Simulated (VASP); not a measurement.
# Rh in VASP: notebook

Rh is run at these levels: PBE; tasks: single point, relaxation of cell and atoms.

Program: VASP 6.6.1. These are calculated values, not measurements. Logs are shortened: lines on timing, memory, paths and dates and some standing lists are left out, and cuts for length are marked.

### 1 The cell of the first run

The typed cell holds 3 atoms: a = 3.629 Å, b = 3.629 Å, c = 4.283 Å, α = 90.00°, β = 90.00°, γ = 120.00°.

### 2 Single point, PBE

File INCAR:

```
SYSTEM = Rh
ALGO     = Fast           ! electronic algorithm
EDIFF    = 1E-6           ! SCF threshold, eV
ENCUT    = 520            ! plane-wave cutoff, eV
GGA      = PE             ! functional
ISIF     = 2              ! what is computed and relaxed
ISMEAR   = 0              ! smearing method
LASPH    = .TRUE.         ! aspherical terms in the spheres
LCHARG   = .TRUE.         ! write CHGCAR
LELF     = .TRUE.         ! ELF
LREAL    = .FALSE.        ! projectors in reciprocal space
LVHAR    = .TRUE.       
LWAVE    = .FALSE.        ! write WAVECAR
NBANDS   = 30             ! bands
NELM     = 100            ! most SCF steps
PREC     = Accurate       ! precision mode
SIGMA    = 0.1            ! smearing width, eV
```

File KPOINTS:

```
k-points
0
G
  6 6 4
  0 0 0
```

File POSCAR:

```
Rh
1.0
    3.6291261578      0.0000000000      0.0000000000
   -1.8145630789      3.1429154462      0.0000000000
    0.0000000000      0.0000000000      4.2832293695
Rh
3
Direct
    0.3333638943      0.0000000000      0.1666666667
    0.0000000000      0.3333638943      0.8333333333
    0.6666361057      0.6666361057      0.5000000000
```

Potentials or basis: VASP PAW PBE potentials, release 64 (Rh_pv).

Started as:

```
cat potpaw_PBE.64/Rh_pv/POTCAR > POTCAR
mpirun -np 1 vasp_std > vasp.out
```

OUTCAR:

```text
SYSTEM = Rh
   EDIFF = 1E-6
   ENCUT = 520
   GGA = PE
   ISIF = 2
   ISMEAR = 0
   LASPH = .TRUE.
   LREAL = .FALSE.
   NELM = 100
   PREC = Accurate

 ion  position               nearest neighbor table
   1  0.333  0.000  0.167-   3 2.54   3 2.54   2 2.54   2 2.54   3 2.54   2 2.54
   2  0.000  0.333  0.833-   3 2.54   3 2.54   1 2.54   1 2.54   3 2.54   1 2.54
   3  0.667  0.667  0.500-   2 2.54   2 2.54   1 2.54   1 2.54   1 2.54   2 2.54

  LATTYP: Found a hexagonal cell.
 ALAT       =     3.6291261578
 C/A-ratio  =     1.1802371103

  Lattice vectors:

 A1 = (   3.6291261578,   0.0000000000,   0.0000000000)
 A2 = (  -1.8145630789,   3.1429154462,   0.0000000000)
 A3 = (   0.0000000000,   0.0000000000,   4.2832293695)

Analysis of symmetry for initial positions (statically):
=====================================================================
 Subroutine PRICEL returns:
 Original cell was already a primitive cell.

 Routine SETGRP: Setting up the symmetry group for a
 hexagonal supercell.

 Subroutine GETGRP returns: Found  6 space group operations
 (whereof  2 operations were pure point group operations)
 out of a pool of 24 trial point group operations.

The static configuration has the point symmetry C_2 .
 The point group associated with its full space group is D_3 .

Analysis of symmetry for dynamics (positions and initial velocities):
=====================================================================
 Subroutine PRICEL returns:
 Original cell was already a primitive cell.

 Routine SETGRP: Setting up the symmetry group for a
 hexagonal supercell.

 Subroutine GETGRP returns: Found  6 space group operations
 (whereof  2 operations were pure point group operations)
 out of a pool of 24 trial point group operations.

The dynamic configuration has the point symmetry C_2 .
 The point group associated with its full space group is D_3 .

 Subroutine INISYM returns: Found  6 space group operations
 (whereof  2 operations are pure point group operations),
 and found     1 'primitive' translations

----------------------------------------------------------------------------------------

                                     Primitive cell

  volume of cell :      48.8547

  direct lattice vectors                    reciprocal lattice vectors
     3.629126158  0.000000000  0.000000000     0.275548426  0.159087958  0.000000000
    -1.814563079  3.142915446  0.000000000     0.000000000  0.318175916  0.000000000
     0.000000000  0.000000000  4.283229369     0.000000000  0.000000000  0.233468702

  length of vectors
     3.629126158  3.629126158  4.283229369     0.318175916  0.318175916  0.233468702

  position of ions in fractional coordinates (direct lattice)
     0.333363894  0.000000000  0.166666667
     0.000000000  0.333363894  0.833333333
     0.666636106  0.666636106  0.500000000

  ion indices of the primitive-cell ions
   primitive index   ion index
                 1           1
                 2           2
                 3           3

----------------------------------------------------------------------------------------

 KPOINTS: k-points

Automatic generation of k-mesh.
 Grid dimensions read from file:
 generate k-points for:    6    6    4

 Generating k-lattice:

  Cartesian coordinates                     Fractional coordinates (reciprocal lattice)
     0.045924738  0.026514660  0.000000000     0.166666667  0.000000000  0.000000000
     0.000000000  0.053029319  0.000000000     0.000000000  0.166666667  0.000000000
     0.000000000  0.000000000  0.058367175     0.000000000  0.000000000  0.250000000

  Length of vectors
     0.053029319  0.053029319  0.058367175

  Shift w.r.t. Gamma in fractional coordinates (k-lattice)
     0.000000000  0.000000000  0.000000000

 Subroutine IBZKPT returns following result:
 ===========================================

 Found     24 irreducible k-points:

 Following reciprocal coordinates:
            Coordinates               Weight
  0.000000  0.000000  0.000000      1.000000
  0.166667  0.000000  0.000000      6.000000
  0.333333  0.000000  0.000000      6.000000
  0.500000 -0.000000  0.000000      3.000000
  0.166667  0.166667  0.000000      6.000000
  0.333333  0.166667  0.000000     12.000000
[... 16 lines left out ...]
  0.333333  0.166667  0.500000     12.000000
  0.333333  0.333333  0.500000      2.000000
   k-points           NKPTS =     24   k-points in BZ     NKDIM =     24   number of bands    NBANDS=     30
   number of dos      NEDOS =    301   number of ions     NIONS =      3
   total plane-waves  NPLWV =  25088
   dimension x,y,z NGX =    28 NGY =   28 NGZ =   32
   dimension x,y,z NGXF=    56 NGYF=   56 NGZF=   64
   ions per type =               3
   NGX,Y,Z   is equivalent  to a cutoff of  12.83, 12.83, 12.42 a.u.
   NGXF,Y,Z  is equivalent  to a cutoff of  25.65, 25.65, 24.84 a.u.
 SYSTEM =  Rh
   PREC   = accura    normal or accurate (medium, high low for compatibility)
   ISTART =      0    job   : 0-new  1-cont  2-samecut
   ICHARG =      2    charge: 1-file 2-atom 10-const
   ISPIN  =      1    spin polarized calculation?
   LNONCOLLINEAR =      F non collinear calculations
   LSORBIT =      F    spin-orbit coupling
   LASPH  =      T    aspherical Exc in radial PAW
   ENCUT  =  520.0 eV  38.22 Ry    6.18 a.u.   6.75  6.75  7.96*2*pi/ulx,y,z
   NELM   =    100;   NELMIN=  2; NELMDL= -5     # of ELM steps
   EDIFF  = 0.1E-05   stopping-criterion for ELM
   LREAL  =      F    real-space projection
   EDIFFG = 0.1E-04   stopping-criterion for IOM
   NSW    =      0    number of steps for IOM
   IBRION =     -1    ionic relax: 0-MD 1-quasi-New 2-CG
   NFREE  =      0    steps in history (QN), initial steepest desc. (CG)
   ISIF   =      2    stress and relaxation
   ISYM   =      2    0-nonsym 1-usesym 2-fastsym
   POTIM  = 0.5000    time-step for ionic-motion
   TEBEG  =    0.0;   TEEND  =   0.0 temperature during run
   PSTRESS=    0.0 pullay stress
   NELECT =      45.0000    total number of electrons
   NUPDOWN=      -1.0000    fix difference up-down
   EMIN   =  10.00;   EMAX   =-10.00  energy-range for DOS
   EFERMI =   0.00;   METHOD = LEGACY
   ISMEAR =     0;   SIGMA  =   0.10  broadening in eV -4-tet -1-fermi 0-gaus
   EFERMI_NEDOS =   21; number of points for ismear=-14 and -15
   IALGO  =     68    algorithm
   IMIX   =      4    mixing-type and parameters
     AMIX     =   0.40;   BMIX     =  1.00
     AMIX_MAG =   1.60;   BMIX_MAG =  1.00
  volume/ion in A,a.u.               =      16.28       109.90
  Fermi-wavevector in a.u.,A,eV,Ry     =   1.592858  3.010065 34.520641  2.537196
  Thomas-Fermi vector in A             =   2.691178
   LORBIT       =      0    0 simple, 1 ext, 2 COOP (PROOUT), +10 PAW based schemes
   GGA     = PE    functional components
   LHFCALC =     F    Hartree Fock is set to
   AEXX    =    0.0000 exact exchange contribution
   IVDW    =     0    specifies the selected vdW correction
   LEPSILON=     F    determine dielectric tensor
   LRPA    =     F    only Hartree local field effects (RPA)
 non-spin polarized calculation
 RMM-DIIS sequential band-by-band and
 Gauss-broadening in eV      SIGMA  =   0.10
  energy-cutoff  :      520.00
  volume of cell :       48.85
 maximum number of plane-waves:      1336
 NGX is ok and might be reduce to    28
   NGX = 13   NGY = 13   NGZ = 15

 number of electron      45.0000000 magnetization

 Free energy of the ion-electron system (eV)
  ---------------------------------------------------
  ext. energy  EPLUGINS =         0.00000000
  ---------------------------------------------------
  free energy    TOTEN  =       -19.41095296 eV

  energy without entropy =      -19.38121351  energy(sigma->0) =      -19.39608324

 E-fermi :   9.1274     XC(G=0): -12.8118

 val. band max:        9.1233556516   @ k =   0.1667   0.0000   0.5000
 cond. band min:       9.1393809303   @ k =   0.1667   0.0000   0.2500
 fundamental gap:      0.0160252787
 Fermi energy:         9.1274401233

 k-point     1 :       0.0000    0.0000    0.0000
  band No.  band energies     occupation
      1     -37.2223      2.00000
      2     -37.2221      2.00000
      3     -37.2221      2.00000
      4     -37.2219      2.00000
      5     -37.1997      2.00000
      6     -37.1997      2.00000
[... 22 lines left out ...]
     29      22.1136      0.00000
     30      22.4570      0.00000

 k-point     2 :       0.1667    0.0000    0.0000
  band No.  band energies     occupation
      1     -37.3833      2.00000
      2     -37.3288      2.00000
      3     -37.3041      2.00000
      4     -37.1062      2.00000
      5     -37.0997      2.00000
      6     -36.9743      2.00000
[... 22 lines left out ...]
     29      18.9797      0.00000
     30      21.8097      0.00000

 k-point     3 :       0.3333    0.0000    0.0000
  band No.  band energies     occupation
      1     -37.4105      2.00000
      2     -37.4046      2.00000
      3     -37.3720      2.00000
      4     -37.0785      2.00000
      5     -36.9994      2.00000
      6     -36.9993      2.00000
[... 22 lines left out ...]
     29      17.3326      0.00000
     30      21.7616      0.00000

 k-point     4 :       0.5000   -0.0000    0.0000
  band No.  band energies     occupation
      1     -37.4322      2.00000
      2     -37.3965      2.00000
      3     -37.2896      2.00000
      4     -37.2894      2.00000
      5     -36.9156      2.00000
      6     -36.9156      2.00000
[... 616 lines left out ...]
     29      18.2470      0.00000
     30      18.2472      0.00000

 k-point    23 :       0.3333    0.1667    0.5000
  band No.  band energies     occupation
      1     -37.4676      2.00000
      2     -37.3972      2.00000
      3     -37.3779      2.00000
      4     -37.1150      2.00000
      5     -37.0255      2.00000
      6     -36.9839      2.00000
[... 22 lines left out ...]
     29      17.4229      0.00000
     30      17.5904      0.00000

 k-point    24 :       0.3333    0.3333    0.5000
  band No.  band energies     occupation
      1     -37.4583      2.00000
      2     -37.4582      2.00000
      3     -37.4582      2.00000
      4     -36.9051      2.00000
      5     -36.9051      2.00000
      6     -36.9051      2.00000
[... 22 lines left out ...]
     29      15.6121      0.00000
     30      15.6121      0.00000

------------------------ aborting loop because EDIFF is reached ----------------------------------------

  FORCE on cell =-STRESS in cart. coord.  units (eV):
  Direction    XX          YY          ZZ          XY          YZ          ZX
  --------------------------------------------------------------------------------------
  -------------------------------------------------------------------------------------
  Total        0.0003439      0.0003439      0.0576978     -0.0000000      0.0000000      0.0000000
  in kB        0.0112789      0.0112789      1.8921844     -0.0000000      0.0000000      0.0000000
  external PRESSURE =       0.6382474 kB  Pullay stress =       0.0000000 kB

 VOLUME and BASIS-vectors are now :
 -----------------------------------------------------------------------------
  energy-cutoff  :      520.00
  volume of cell :       48.85
      direct lattice vectors                 reciprocal lattice vectors
     3.629126158  0.000000000  0.000000000     0.275548426  0.159087958  0.000000000
    -1.814563079  3.142915446  0.000000000     0.000000000  0.318175916  0.000000000
     0.000000000  0.000000000  4.283229369     0.000000000  0.000000000  0.233468702

 POSITION                                       TOTAL-FORCE (eV/Angst)
 -----------------------------------------------------------------------------------
      1.20982      0.00000      0.71387        -0.001240     -0.000000     -0.000000
     -0.60491      1.04773      3.56936         0.000620     -0.001074      0.000000
      1.20965      2.09518      2.14161         0.000620      0.001074      0.000000
 -----------------------------------------------------------------------------------
    total drift:                               -0.000003     -0.000005      0.000000

  FREE ENERGIE OF THE ION-ELECTRON SYSTEM (eV)
  ---------------------------------------------------
  free  energy   TOTEN  =       -19.4109529640 eV

  energy  without entropy=      -19.3812135086  energy(sigma->0) =      -19.39608324
```

It took 40 s on 1 thread of AMD EPYC 7R13, shared host; peak memory 0.14 GiB.

Results:

```yaml
Free_energy: -19.4110 eV
Pressure: 0.1 GPa
```

Stress tensor (GPa, compression positive):
```
0.00 0.00 0.00
0.00 0.00 0.00
0.00 0.00 0.19
```

Caveat: the k points lie up to 0.37 Å⁻¹ apart.

(Continued in part 2 of 2.)
